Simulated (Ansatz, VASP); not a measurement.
**One calculation of Ge, two programs**

```
Ge
1.0
     0.00000    2.88053    2.88053
     2.88053    0.00000    2.88053
     2.88053    2.88053    0.00000
Ge
2
Direct
  0.50000 0.50000 0.50000
  0.75000 0.75000 0.75000
```

Alike in both runs: functional PBE; k mesh 14 × 14 × 14; occupations gaussian, width 0.1 eV; no spin polarisation.

Ansatz relaxed the structure, and its values are those at the end. VASP's run is a single point on that final structure, the one shown.

```csv
,VASP,Ansatz
version,VASP 6.6.1,Ansatz 0.2.0
potentials or method,"VASP PAW PBE potentials, release 64 (Ge_d), cutoff 520 eV","scalar-relativistic, plane waves, PAW"
valence electrons in the cell,28,28
```

```tsv
	VASP	Ansatz	Ansatz less VASP
gap on the k mesh at the Fermi level (eV)	none	none	-
pressure (GPa)	-0.1	0.0	+0.10
```

A gap of «none» marks a metal or a gap that the smearing closes.
